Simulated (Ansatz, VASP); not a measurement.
Two plane-wave programs on Mo

Contents of INCAR:

```
SYSTEM = Mo
PREC = Accurate
ENCUT = 520
EDIFF = 1E-7
ISMEAR = 1
SIGMA = 0.1
LREAL = .False.
LASPH = .True.
NELM = 80
ALGO = Normal
ISIF = 2
LWAVE = .False.
LCHARG = .False.
GGA = CA
NBANDS = 13
```

KPOINTS

```
Automatic mesh
0
Gamma
  14 14 14
  0 0 0
```

File POSCAR:

```
Mo
1.0
   -1.5565618036      1.5565618036      1.5565618036
    1.5565618036     -1.5565618036      1.5565618036
    1.5565618036      1.5565618036     -1.5565618036
Mo
1
Direct
    0.0000000000      0.0000000000      0.0000000000
```

Input for Ansatz:

```yaml
crystal:
  lattice:
    - [-1.5565618036, 1.5565618036, 1.5565618036]
    - [1.5565618036, -1.5565618036, 1.5565618036]
    - [1.5565618036, 1.5565618036, -1.5565618036]
  atoms:
    - { symbol: Mo, position: [0.0, 0.0, 0.0] }
hamiltonian:
  xc: lda
  pseudopotentials:
    kind: paw
    azcp:
      Mo: "pseudopotentials/Mo.paw.azcp"
basis:
  ecutwfc: 420
  fft_grid_basis: typed
kpoints:
  mp_grid: { grid: [14, 14, 14], shift: [0, 0, 0] }
magnetization:
  spin_polarized: false
scf:
  occupations: { method: methfessel_paxton, width: 0.1 }
  lower_state_search: "off"
output:
  stress: true
```

Alike in both runs: task single point; functional LDA; k mesh 14 × 14 × 14; occupations methfessel-paxton of order 1, width 0.1 eV; no spin polarisation.

|  | VASP | Ansatz |
| --- | --- | --- |
| version | VASP 6.6.1 | Ansatz 0.2.0 |
| potentials or method | VASP PAW LDA potentials, release 64 (Mo_sv), cutoff 520 eV | plane waves (420 eV) with PAW, scalar-relativistic |
| valence electrons in the cell | 14 | 14 |

```csv
,VASP,Ansatz,Ansatz less VASP
pressure (GPa),1.4,0.2,-1.23
```

Ansatz warns that its potentials were made for another functional, while VASP's fit it. LDA's correlation is that of Perdew and Zunger in VASP and of Perdew and Wang (1992) in Ansatz.
